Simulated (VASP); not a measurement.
## In: single point with PBEsol

The system is In.

```
In
1.0
    -1.50314    1.50314    2.22058
     1.50314   -1.50314    2.22058
     1.50314    1.50314   -2.22058
In
1
Direct
  0.00000 0.00000 0.00000
```

```
Program                : VASP 6.6.1
Task                   : single point
Functional             : PBEsol
Potentials or basis    : VASP PAW PBE potentials, release 64 (In_d)
Cutoff                 : 520 eV
k mesh                 : 11 × 11 × 11
Occupations            : fermi-dirac, width 0.05 eV
Spin                   : no spin polarisation
Dipole correction      : no
Further INCAR settings : ALGO = Normal; EDIFF = 1e-06; NBANDS = 12
```

| Item | Value |
| --- | --- |
| Pressure | 20.0 GPa |

Levels at points of the mesh, in eV from the Fermi level:
| k point | band 4 | band 5 | band 6 | band 7 | band 8 | band 9 |
| --- | --- | --- | --- | --- | --- | --- |
| (0.00, 0.00, 0.00) | -14.83 | -14.72 | -11.80 | 11.82 | 12.82 | 12.82 |

It took 13 s on 1 thread of Intel(R) Xeon(R) Platinum 8488C (Sapphire Rapids), with other jobs on the host, peak memory 0.15 GiB.

Caveat: the PAW data sets were made with another functional, which shifts forces and pressure a little; spin-orbit coupling is left out, which moves the levels of the heavy elements.
